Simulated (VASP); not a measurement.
# CaTa: single point with PBE

CaTa:

```
CELL_PARAMETERS angstrom
3.67537 0.00000 0.00000
0.00000 3.67537 0.00000
0.00000 0.00000 3.67537
ATOMIC_POSITIONS crystal
Ca 0.00000 0.00000 0.00000
Ta 0.50000 0.50000 0.50000
```

```
Program                : VASP 6.6.1
Task                   : single point
Functional             : PBE
Potentials or basis    : VASP PAW PBE potentials, release 64 (Ca_sv, Ta_pv)
Cutoff                 : 500 eV
k mesh                 : 6 × 6 × 6
Occupations            : gaussian, width 0.1 eV
Spin                   : no spin polarisation
Dipole correction      : no
Further INCAR settings : ALGO = Normal; EDIFF = 1e-06; NBANDS = 18
```

```
Pressure               : -0.1 GPa
Band gap on the k mesh : zero (an odd number of electrons rules out a gap without spin polarisation)
```

Levels at points of the mesh, in eV from the Fermi level:
```csv
k point,band 6,band 7,band 8,band 9,band 10,band 11,band 12,band 13,band 14,band 15
"(0.00, 0.00, 0.00)",-20.80,-20.80,-5.75,-1.84,-1.84,1.27,1.27,1.27,4.58,4.58
"(0.50, 0.00, 0.00)",-20.80,-20.80,-3.34,-1.72,-0.82,0.67,0.67,1.81,2.32,2.80
"(0.50, 0.50, 0.00)",-20.95,-20.78,-2.72,-2.08,-0.07,-0.07,1.05,1.05,2.63,2.78
"(0.50, 0.50, 0.50)",-20.95,-20.95,-0.89,-0.89,-0.89,0.64,0.64,0.64,2.87,2.87
```

Wall time 31 s on 1 thread of Intel Xeon 8259CL, on a shared host, peak memory 0.17 GiB.

Caveat: spin-orbit coupling is left out, which moves the levels of the heavy elements.
